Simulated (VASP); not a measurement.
# LiS2: single point with PBE

The system is LiS2.

```
Li S
1.0
     3.40629   -2.73185    0.00144
     3.40629    2.73185    0.00144
    -2.70767    0.00000    6.61428
Li S
2 4
Cartesian
  3.4063 -1.7368 0.0014
  2.0525 0.8953 3.3086
  -0.0241 0.8158 5.8653
  0.2418 -0.3917 2.0974
  3.8631 -0.3917 4.5198
  4.1291 0.8158 0.7519
```

```
Program             : VASP 6.6.1
Task                : single point
Functional          : PBE
Potentials or basis : VASP PAW PBE potentials, release 64 (Li_sv, S)
Cutoff              : 520 eV
k mesh              : 8 × 8 × 4
Occupations         : gaussian, width 0.02 eV
Spin                : no spin polarisation
```

```
Largest force          : 0.104 eV/Å
Band gap on the k mesh : 2.13 eV, indirect (least direct gap 2.27 eV)
```

Forces in eV/Å, atoms in the order of the input:
```
Li   0.000 -0.004  0.000
Li   0.000 -0.004  0.000
S    0.075  0.072 -0.006
S    0.022 -0.069 -0.067
S   -0.022 -0.069  0.067
S   -0.075  0.072  0.006
```

Levels at points of the mesh, in eV from the valence-band top:
```
           k point  band 12  band 13  band 14  band 15  band 16  band 17  band 18  band 19
(0.00, 0.00, 0.00)    -1.44    -1.25    -0.62    -0.15     2.13     2.87     3.10     4.82
(0.50, 0.00, 0.00)    -1.67    -0.92    -0.47    -0.09     2.54     2.87     3.87     5.43
(0.50, 0.50, 0.00)    -1.67    -1.41    -0.60    -0.40     3.37     3.48     4.44     6.09
(0.00, 0.00, 0.50)    -1.56    -0.97    -0.67    -0.14     2.46     2.56     2.74     5.33
(0.50, 0.00, 0.50)    -1.24    -1.04    -0.43    -0.04     2.56     2.96     3.66     5.31
(0.50, 0.50, 0.50)    -1.93    -1.13    -0.97    -0.08     2.79     2.97     4.06     6.40
```

It took 2.9 min on 1 thread of Intel Xeon 6975P-C (shared host), peak memory 0.32 GiB.

 PBE gaps usually lie below the measured ones, often by a third to a half.
